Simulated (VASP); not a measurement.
A run of VASP 6.6.1:

The input INCAR:

```
SYSTEM = Si
ALGO = Normal
EDIFF = 1E-7
ENCUT = 520
GGA = PE
ISIF = 2
ISMEAR = 0
LASPH = .True.
LCHARG = .False.
LREAL = Auto
LWAVE = .False.
NBANDS = 48
NELM = 60
PREC = Accurate
SIGMA = 0.05
```

File KPOINTS:

```
k-points
0
Gamma
  2 2 2
  0 0 0
```

POSCAR

```
Si
1.0
    0.0000000000      5.4300000000      5.4300000000
    5.4300000000      0.0000000000      5.4300000000
    5.4300000000      5.4300000000      0.0000000000
Si
17
Direct
    0.0174601298      0.0176801400     -0.0392208219
    0.1305840301      0.1312683636      0.1083411347
   -0.0260894918     -0.0252227383      0.4755220916
    0.1015443895      0.1018427748      0.6020778262
    0.0039741433      0.5025172223      0.0032758103
    0.1341913477      0.6238496722      0.1241115924
    0.0175679458      0.4605095121      0.5179536515
    0.1307485509      0.6076166043      0.6320045902
    0.5018212134      0.0045787592      0.0034751715
    0.6235521304      0.1345694825      0.1241432810
    0.4601691188      0.0179143526      0.5180793217
    0.6067696088      0.1316182110      0.6321881028
    0.5086282364      0.5090083395      0.0093152582
    0.6326451183      0.6332571654      0.1337729722
    0.5019962711      0.5028935589      0.5050875256
    0.6235811765      0.6239109669      0.6348771939
    0.8362951109      0.8367064229      0.3370344180
```

Potentials or basis: VASP PAW PBE potentials, release 64 (Si).

The run is started by

```bash
$ cat potpaw_PBE.64/Si/POTCAR > POTCAR
$ mpirun -np 1 vasp_std > vasp.out
```

Hardware: 1 thread of Intel Xeon 6975P-C, on a shared host.

**Question.** How long does it take, and how much memory?

**Answer.** Wall time 4.8 min on 1 thread of Intel Xeon 6975P-C (shared host), peak memory 0.47 GiB. Counts: scf iterations 15, k points 8.
